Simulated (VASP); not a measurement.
Input of a VASP 6.6.1 run:

Contents of INCAR:

```
SYSTEM = Ti
PREC = Accurate
ENCUT = 500
EDIFF = 1E-6
ISMEAR = 0
SIGMA = 0.027000000000000003
LREAL = .FALSE.
LASPH = .TRUE.
NELM = 120
ALGO = Normal
ISIF = 2
LWAVE = .FALSE.
LCHARG = .TRUE.
GGA = PE
LELF = .TRUE.
LVHAR = .TRUE.
NBANDS = 12
GGA_COMPAT = .FALSE.
```

KPOINTS

```
Automatic mesh
0
G
  11 11 11
  0 0 0
```

Contents of POSCAR:

```
Ti
1.0
   -1.6410000000      1.6410000000      1.6410000000
    1.6410000000     -1.6410000000      1.6410000000
    1.6410000000      1.6410000000     -1.6410000000
Ti
1
Direct
    0.0000000000      0.0000000000      0.0000000000
```

Potentials or basis: VASP PAW PBE potentials, release 64 (Ti_sv).

Command:

```sh
$ cat potpaw_PBE.64/Ti_sv/POTCAR > POTCAR
$ mpirun -np 1 vasp_std > vasp.out
```

Question: Predict the band gap on the k mesh.

Answer: Zero (band 6 reaches 8.90 eV, above the bottom of band 7 at 7.33 eV).

Question: Estimate the pressure.

Answer: -3.1 GPa.
